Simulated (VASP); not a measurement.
CdSe (Cadmoselite):

```
Cd Se
1.0
     4.38255    0.00000    0.00000
    -2.19128    3.79540    0.00000
     0.00000    0.00000    7.15563
Cd Se
2 2
Direct
  0.33333 0.66667 0.00461
  0.66667 0.33333 0.50461
  0.33333 0.66667 0.38039
  0.66667 0.33333 0.88039
```

| Item | Value |
| --- | --- |
| Program | VASP 6.6.1 |
| Task | relaxation of cell and atoms |
| Functional | PBEsol |
| Potentials or basis | VASP PAW PBE potentials, release 64 (Cd, Se) |
| Cutoff | 600 eV |
| k mesh | 9 × 9 × 6 |
| Occupations | gaussian, width 0.02 eV |
| Spin | no spin polarisation |

At the start: pressure -2.3 GPa; volume 29.76 Å³/atom.

Q: How do energy, volume and symmetry change on relaxing?

A: Over 3 steps the energy falls by 11.2 meV/atom and the volume is 28.29 Å³/atom (-4.9 %); space group P6_3mc (No. 186, to 0.05 Å).

Step by step:
| step | energy change (eV) | largest force (eV/Å) | pressure (GPa) | volume (Å³) |
| --- | --- | --- | --- | --- |
| 1 | 0.0000 | 0.0005 | -2.33 | 119.02 |
| 2 | -0.0417 | 0.0046 | 0.68 | 111.73 |
| 3 | -0.0447 | 0.0036 | 0.00 | 113.15 |

Final structure:
```
CELL_PARAMETERS angstrom
4.30969 0.00000 0.00000
-2.15485 3.73230 0.00000
0.00000 0.00000 7.03467
ATOMIC_POSITIONS crystal
Cd 0.33333 0.66667 0.00461
Cd 0.66667 0.33333 0.50461
Se 0.33333 0.66667 0.38039
Se 0.66667 0.33333 0.88039
```

Caveat: the PAW data sets were made with another functional, which shifts forces and pressure a little.
